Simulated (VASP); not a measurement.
# In (I4/mmm) in VASP: notebook

In is run at these levels: PBE; tasks: electric field gradients.

All numbers are computed with VASP 6.6.1; they aren't measurements. Logs are shortened: lines on timing, memory, paths and dates and some standing lists are left out, and cuts for length are marked.

## Step 1: The cell of the first run

It takes space group I4/mmm (No. 139, tetragonal). The conventional cell has a = 3.252 Å, b = 3.252 Å, c = 4.948 Å, α = 90.00°, β = 90.00°, γ = 90.00°. In (site symmetry 4/mmm) has 12 In at 3.25 to 3.38 Å within 4.3 Å.

## Step 2: Electric field gradients, PBE

Contents of INCAR:

```
SYSTEM = In
  PREC = Accurate
  ENCUT = 520
  EDIFF = 1E-8
  ISMEAR = -1
  SIGMA = 0.05
  LREAL = .False.
  LASPH = .True.
  NELM = 100
  ALGO = Normal
  ISIF = 2
  LWAVE = .False.
  LCHARG = .False.
  GGA = PE
  LEFG = .True.
  ISYM = 0
  NBANDS = 12
```

Contents of KPOINTS:

```
regular mesh
0
Gamma
  12 12 14
  0 0 0
```

Contents of POSCAR:

```
In
1.0
   -1.6261500000      1.6261500000      2.4739500000
    1.6261500000     -1.6261500000      2.4739500000
    1.6261500000      1.6261500000     -2.4739500000
In
1
Direct
    0.0000000000      0.0000000000      0.0000000000
```

Potentials or basis: VASP PAW PBE potentials, release 64 (In_d).

Started as:

```console
$ cat potpaw_PBE.64/In_d/POTCAR > POTCAR
$ mpirun -np 1 vasp_std > vasp.out
```

OUTCAR:

```text
SYSTEM = In
   PREC = Accurate
   ENCUT = 520
   EDIFF = 1E-8
   ISMEAR = -1
   LREAL = .False.
   LASPH = .True.
   NELM = 100
   ISIF = 2
   GGA = PE
   ISYM = 0

 ion  position               nearest neighbor table
   1  0.000  0.000  0.000-

IMPORTANT INFORMATION: All symmetrisations will be switched off!
NOSYMM: (Re-)initialisation of all symmetry stuff for point group C_1.

----------------------------------------------------------------------------------------

                                     Primitive cell

  volume of cell :      26.1681

  direct lattice vectors                    reciprocal lattice vectors
    -1.626150000  1.626150000  2.473950000     0.000000000  0.307474710  0.202105944
     1.626150000 -1.626150000  2.473950000     0.307474710  0.000000000  0.202105944
     1.626150000  1.626150000 -2.473950000     0.307474710  0.307474710  0.000000000

  length of vectors
     3.377744254  3.377744254  3.377744254     0.367950418  0.367950418  0.434834905

  position of ions in fractional coordinates (direct lattice)
     0.000000000  0.000000000  0.000000000

  ion indices of the primitive-cell ions
   primitive index   ion index
                 1           1

----------------------------------------------------------------------------------------

 KPOINTS: regular mesh

Automatic generation of k-mesh.
 Grid dimensions read from file:
 generate k-points for:   12   12   14

 Generating k-lattice:

  Cartesian coordinates                     Fractional coordinates (reciprocal lattice)
     0.000000000  0.025622893  0.016842162     0.083333333  0.000000000 -0.000000000
     0.025622893  0.000000000  0.016842162     0.000000000  0.083333333 -0.000000000
     0.021962479  0.021962479  0.000000000     0.000000000  0.000000000  0.071428571

  Length of vectors
     0.030662535  0.030662535  0.031059636

  Shift w.r.t. Gamma in fractional coordinates (k-lattice)
     0.000000000  0.000000000  0.000000000

 -----------------------------------------------------------------------------
|                                                                             |
|           W    W    AA    RRRRR   N    N  II  N    N   GGGG   !!!           |
|           W    W   A  A   R    R  NN   N  II  NN   N  G    G  !!!           |
|           W    W  A    A  R    R  N N  N  II  N N  N  G       !!!           |
|           W WW W  AAAAAA  RRRRR   N  N N  II  N  N N  G  GGG   !            |
|           WW  WW  A    A  R   R   N   NN  II  N   NN  G    G                |
|           W    W  A    A  R    R  N    N  II  N    N   GGGG   !!!           |
|                                                                             |
|     Your reciprocal lattice and k-lattice belong to different lattice       |
|     classes:                                                                |
|                                                                             |
|        The reciprocal lattice is body-centered tetragonal,                  |
|        whereas your k-lattice is base-centered monoclinic.                  |
|                                                                             |
|     Results are often still useful ...                                      |
|                                                                             |
 -----------------------------------------------------------------------------

 WARNING: IBZKPT: internal override: KBLOWUP is changed to .FALSE.
      ... skipping the blow-up phase ...

 Subroutine IBZKPT returns following result:
 ===========================================

 Found   1012 irreducible k-points:

 Following reciprocal coordinates:
            Coordinates               Weight
  0.000000  0.000000  0.000000      1.000000
  0.083333 -0.000000 -0.000000      2.000000
  0.166667  0.000000  0.000000      2.000000
  0.250000  0.000000 -0.000000      2.000000
  0.333333  0.000000 -0.000000      2.000000
  0.416667 -0.000000 -0.000000      2.000000
[... 16 lines left out ...]
  0.250000  0.166667 -0.000000      2.000000
  0.333333  0.166667  0.000000      2.000000
 [... further k-points ...]
   k-points           NKPTS =   1012   k-points in BZ     NKDIM =   1012   number of bands    NBANDS=     12
   number of dos      NEDOS =    301   number of ions     NIONS =      1
   total plane-waves  NPLWV =  21952
   dimension x,y,z NGX =    28 NGY =   28 NGZ =   28
   dimension x,y,z NGXF=    56 NGYF=   56 NGZF=   56
   ions per type =               1
   NGX,Y,Z   is equivalent  to a cutoff of  13.78, 13.78, 13.78 a.u.
   NGXF,Y,Z  is equivalent  to a cutoff of  27.56, 27.56, 27.56 a.u.
 SYSTEM =  In
   PREC   = accura    normal or accurate (medium, high low for compatibility)
   ISTART =      0    job   : 0-new  1-cont  2-samecut
   ICHARG =      2    charge: 1-file 2-atom 10-const
   ISPIN  =      1    spin polarized calculation?
   LNONCOLLINEAR =      F non collinear calculations
   LSORBIT =      F    spin-orbit coupling
   LASPH  =      T    aspherical Exc in radial PAW
   ENCUT  =  520.0 eV  38.22 Ry    6.18 a.u.   6.28  6.28  6.28*2*pi/ulx,y,z
   NELM   =    100;   NELMIN=  2; NELMDL= -5     # of ELM steps
   EDIFF  = 0.1E-07   stopping-criterion for ELM
   LREAL  =      F    real-space projection
   EDIFFG = 0.1E-06   stopping-criterion for IOM
   NSW    =      0    number of steps for IOM
   IBRION =     -1    ionic relax: 0-MD 1-quasi-New 2-CG
   NFREE  =      0    steps in history (QN), initial steepest desc. (CG)
   ISIF   =      2    stress and relaxation
   ISYM   =      0    0-nonsym 1-usesym 2-fastsym
   POTIM  = 0.5000    time-step for ionic-motion
   TEBEG  =    0.0;   TEEND  =   0.0 temperature during run
   PSTRESS=    0.0 pullay stress
   NELECT =      13.0000    total number of electrons
   NUPDOWN=      -1.0000    fix difference up-down
   EMIN   =  10.00;   EMAX   =-10.00  energy-range for DOS
   EFERMI =   0.00;   METHOD = LEGACY
   ISMEAR =    -1;   SIGMA  =   0.05  broadening in eV -4-tet -1-fermi 0-gaus
   EFERMI_NEDOS =   21; number of points for ismear=-14 and -15
   IALGO  =     38    algorithm
   IMIX   =      4    mixing-type and parameters
     AMIX     =   0.40;   BMIX     =  1.00
     AMIX_MAG =   1.60;   BMIX_MAG =  1.00
  volume/ion in A,a.u.               =      26.17       176.59
  Fermi-wavevector in a.u.,A,eV,Ry     =   1.296578  2.450177 22.872944  1.681114
  Thomas-Fermi vector in A             =   2.428025
   LORBIT       =      0    0 simple, 1 ext, 2 COOP (PROOUT), +10 PAW based schemes
   GGA     = PE    functional components
   LHFCALC =     F    Hartree Fock is set to
   AEXX    =    0.0000 exact exchange contribution
   IVDW    =     0    specifies the selected vdW correction
   LEPSILON=     F    determine dielectric tensor
   LRPA    =     F    only Hartree local field effects (RPA)
 non-spin polarized calculation
  energy-cutoff  :      520.00
  volume of cell :       26.17
 maximum number of plane-waves:       721
 NGX is ok and might be reduce to    28
   NGX = 13   NGY = 13   NGZ = 13

 number of electron      13.0000006 magnetization

 Free energy of the ion-electron system (eV)
  ---------------------------------------------------
  ext. energy  EPLUGINS =         0.00000000
  ---------------------------------------------------
  free energy    TOTEN  =        -2.55223868 eV

  energy without entropy =       -2.54814047  energy(sigma->0) =       -2.55018957

 E-fermi :   7.5097     XC(G=0): -10.2516

 val. band max:        7.5075024172   @ k =   0.2500   0.2500   0.2857
 cond. band min:       7.5118446483   @ k =   0.2500   0.3333   0.2143
 fundamental gap:      0.0043422311
 Fermi energy:         7.5096916235

 k-point     1 :       0.0000    0.0000    0.0000
  band No.  band energies     occupation
      1      -7.1849      2.00000
      2      -7.0803      2.00000
      3      -7.0795      2.00000
      4      -6.9987      2.00000
      5      -6.8954      2.00000
      6      -2.0222      2.00000
      7      18.0592      0.00000
      8      18.0600      0.00000
      9      18.2322      0.00000
     10      19.0971      0.00000
     11      21.4720      0.00000
     12      21.6026      0.00000

 k-point     2 :       0.0833   -0.0000   -0.0000
  band No.  band energies     occupation
      1      -7.1741      2.00000
      2      -7.0807      2.00000
      3      -7.0691      2.00000
      4      -6.9962      2.00000
      5      -6.8996      2.00000
      6      -1.8699      2.00000
      7      16.3217      0.00000
      8      17.8001      0.00000
      9      17.8733      0.00000
     10      18.9131      0.00000
     11      21.8967      0.00000
     12      22.0069      0.00000
[... 316 lines left out ...]
 k-point    24 :       0.3333    0.1667    0.0000
  band No.  band energies     occupation
      1      -7.1285      2.00000
      2      -7.0925      2.00000
      3      -7.0337      2.00000
      4      -6.8748      2.00000
      5      -6.8528      2.00000
      6       1.8373      2.00000
      7       7.2206      1.99385
      8      12.1365      0.00000
      9      14.8710      0.00000
     10      17.6260      0.00000
     11      20.7559      0.00000
     12      22.5646      0.00000

 [... further k-points ...]
[... 5 lines left out ...]
  --------------------------------------------------------------------------------------
  -------------------------------------------------------------------------------------
  Total        0.3106043      0.3106036      0.3576806     -0.0366557      0.0299611      0.0299614
  in kB       19.0171715     19.0171282     21.8994848     -2.2442982      1.8344119      1.8344279
  external PRESSURE =      19.9779281 kB  Pullay stress =       0.0000000 kB

 VOLUME and BASIS-vectors are now :
 -----------------------------------------------------------------------------
  energy-cutoff  :      520.00
  volume of cell :       26.17
      direct lattice vectors                 reciprocal lattice vectors
    -1.626150000  1.626150000  2.473950000     0.000000000  0.307474710  0.202105944
     1.626150000 -1.626150000  2.473950000     0.307474710  0.000000000  0.202105944
     1.626150000  1.626150000 -2.473950000     0.307474710  0.307474710  0.000000000

 POSITION                                       TOTAL-FORCE (eV/Angst)
 -----------------------------------------------------------------------------------
      0.00000      0.00000      0.00000         0.000000      0.000001      0.000000
 -----------------------------------------------------------------------------------
    total drift:                                0.000000      0.000001      0.000000

  FREE ENERGIE OF THE ION-ELECTRON SYSTEM (eV)
  ---------------------------------------------------
  free  energy   TOTEN  =        -2.5522386774 eV

  energy  without entropy=       -2.5481404706  energy(sigma->0) =       -2.55018957

 Electric field gradients (V/A^2)
---------------------------------------------------------------------
 ion       V_xx      V_yy      V_zz      V_xy      V_xz      V_yz
---------------------------------------------------------------------
   1      -8.936    -8.936    17.872     2.234    -1.765    -1.765
---------------------------------------------------------------------

 Electric field gradients after diagonalization (V/A^2)
 (convention: |V_zz| > |V_xx| > |V_yy|)
----------------------------------------------------------------------
 ion       V_xx      V_yy      V_zz     asymmetry (V_yy - V_xx)/ V_zz
----------------------------------------------------------------------
   1     -11.170    -6.953    18.123       0.233
----------------------------------------------------------------------

           NMR quadrupolar parameters

 Cq : quadrupolar parameter    Cq=e*Q*V_zz/h
 eta: asymmetry parameters     (V_yy - V_xx)/ V_zz
 Q  : nuclear electric quadrupole moment in mb (millibarn)
----------------------------------------------------------------------
 ion       Cq(MHz)       eta       Q (mb)
----------------------------------------------------------------------
   1       0.044       0.233       1.000
----------------------------------------------------------------------
```

Run time: 2 min. Hardware: 1 thread of Intel Xeon 6975P-C (Granite Rapids), shared host; peak memory 0.41 GiB.

What came out:

* Free energy: -2.5522 eV
* Pressure: 2.0 GPa

Levels at points of the mesh, in eV from the Fermi level:
```
           k point  band 3  band 4  band 5  band 6  band 7  band 8  band 9  band 10
(0.00, 0.00, 0.00)  -14.59  -14.51  -14.41   -9.53   10.55   10.55   10.72    11.59
(0.50, 0.00, 0.00)  -14.57  -14.32  -14.28   -4.29   -3.36    7.55    9.16    11.12
(0.00, 0.50, 0.00)  -14.57  -14.32  -14.28   -4.29   -3.36    7.55    9.16    11.12
(0.50, 0.50, 0.00)  -14.32  -14.30  -14.21   -1.95   -1.64    3.54    3.97     7.03
(0.00, 0.00, 0.50)  -14.32  -14.30  -14.21   -1.95   -1.64    3.54    3.97     7.03
(0.50, 0.00, 0.50)  -14.57  -14.32  -14.28   -4.29   -3.36    7.55    9.16    11.12
(0.00, 0.50, 0.50)  -14.57  -14.32  -14.28   -4.29   -3.36    7.55    9.16    11.12
(0.50, 0.50, 0.50)  -14.30  -14.27  -14.27   -2.91   -2.66    4.74    4.74     8.19
```

Electric field gradients, principal values (V/Å²):
| atom | least | middle | greatest (by size) |
| --- | --- | --- | --- |
| 1 In | -6.953 | -11.170 | 18.123 |

Caveat: without QUAD_EFG the Cq values of the log hold for a quadrupole moment of 1 mb, not for the nuclei; spin-orbit coupling is left out, which moves the levels of the heavy elements.

## Step 3: Electric field gradients, PBE

Contents of INCAR:

```
PREC = Accurate
ENCUT = 520
EDIFF = 1E-8
ISMEAR = -1
SIGMA = 0.05
LREAL = False
LASPH = True
NELM = 100
ALGO = Normal
ISIF = 2
LWAVE = False
LCHARG = False
GGA = PE
LEFG = True
ISYM = 0
NBANDS = 12
```

Contents of KPOINTS:

```
regular mesh
0
Gamma
  12 12 14
```

POSCAR is that of step 2.

Potentials or basis: VASP PAW PBE potentials, release 64 (In_d).

Started as:

```console
$ cat potpaw_PBE.64/In_d/POTCAR > POTCAR
$ mpirun -np 1 vasp_std > vasp.out
```

OUTCAR:

```text
PREC = Accurate
   ENCUT = 520
   EDIFF = 1E-8
   ISMEAR = -1
   LREAL = False
   LASPH = True
   NELM = 100
   ISIF = 2
   GGA = PE
   ISYM = 0

 ion  position               nearest neighbor table
   1  0.000  0.000  0.000-

IMPORTANT INFORMATION: All symmetrisations will be switched off!
NOSYMM: (Re-)initialisation of all symmetry stuff for point group C_1.

----------------------------------------------------------------------------------------

[... 553 lines left out ...]

  FREE ENERGIE OF THE ION-ELECTRON SYSTEM (eV)
  ---------------------------------------------------
  free  energy   TOTEN  =        -2.5522386774 eV

  energy  without entropy=       -2.5481404706  energy(sigma->0) =       -2.55018957

 Electric field gradients (V/A^2)
---------------------------------------------------------------------
 ion       V_xx      V_yy      V_zz      V_xy      V_xz      V_yz
---------------------------------------------------------------------
   1      -8.936    -8.936    17.872     2.234    -1.765    -1.765
---------------------------------------------------------------------

 Electric field gradients after diagonalization (V/A^2)
 (convention: |V_zz| > |V_xx| > |V_yy|)
----------------------------------------------------------------------
 ion       V_xx      V_yy      V_zz     asymmetry (V_yy - V_xx)/ V_zz
----------------------------------------------------------------------
   1     -11.170    -6.953    18.123       0.233
----------------------------------------------------------------------

           NMR quadrupolar parameters

 Cq : quadrupolar parameter    Cq=e*Q*V_zz/h
 eta: asymmetry parameters     (V_yy - V_xx)/ V_zz
 Q  : nuclear electric quadrupole moment in mb (millibarn)
----------------------------------------------------------------------
 ion       Cq(MHz)       eta       Q (mb)
----------------------------------------------------------------------
   1       0.044       0.233       1.000
----------------------------------------------------------------------
```

stdout:

```text
POSCAR found type information on POSCAR In
 POSCAR found :  1 types and       1 ions
 scaLAPACK will be used
 LDA part: xc-table for (Slater+PW92), standard interpolation
 -----------------------------------------------------------------------------
[... 27 lines left out ...]
     0.0001071    -0.0068992     0.0093178     0.2246434     0.0093176    -0.0000001
     0.0001475    -0.0068992     0.0093178     0.2246434     0.0093176    -0.0000001

     0.0000565    -2.0546298     1.6228517   -14.2880054     1.6228613    -0.0000151
     0.0000778    -2.0544592     1.6227228   -14.2863348     1.6227324    -0.0000151
     0.0001071    -2.0541888     1.6225189   -14.2836535     1.6225285    -0.0000151
     0.0001475    -2.0537620     1.6221978   -14.2793677     1.6222074    -0.0000151
```

Wall time 1.9 min (1 thread of Intel Xeon 6975P-C (Granite Rapids), shared host); peak memory 0.41 GiB.

Results:

| Quantity | Value |
| --- | --- |
| Free energy | -2.5522 eV |
| Pressure | 2.0 GPa |

Stress tensor (GPa, compression positive):
```
 1.90 -0.22  0.18
-0.22  1.90  0.18
 0.18  0.18  2.19
```

Levels at points of the mesh, in eV from the Fermi level:
| k point | band 4 | band 5 | band 6 | band 7 | band 8 | band 9 |
| --- | --- | --- | --- | --- | --- | --- |
| (0.00, 0.00, 0.00) | -14.51 | -14.41 | -9.53 | 10.55 | 10.55 | 10.72 |
| (0.50, 0.00, 0.00) | -14.32 | -14.28 | -4.29 | -3.36 | 7.55 | 9.16 |
| (0.00, 0.50, 0.00) | -14.32 | -14.28 | -4.29 | -3.36 | 7.55 | 9.16 |
| (0.50, 0.50, 0.00) | -14.30 | -14.21 | -1.95 | -1.64 | 3.54 | 3.97 |
| (0.00, 0.00, 0.50) | -14.30 | -14.21 | -1.95 | -1.64 | 3.54 | 3.97 |
| (0.50, 0.00, 0.50) | -14.32 | -14.28 | -4.29 | -3.36 | 7.55 | 9.16 |
| (0.00, 0.50, 0.50) | -14.32 | -14.28 | -4.29 | -3.36 | 7.55 | 9.16 |
| (0.50, 0.50, 0.50) | -14.27 | -14.27 | -2.91 | -2.66 | 4.74 | 4.74 |

Electric field gradients, principal values (V/Å²):
```tsv
atom	least	middle	greatest (by size)
1 In	-6.953	-11.170	18.123
```

Caveat: without QUAD_EFG the Cq values of the log hold for a quadrupole moment of 1 mb, not for the nuclei; spin-orbit coupling is left out, which moves the levels of the heavy elements.

(Continued in part 2 of 2.)
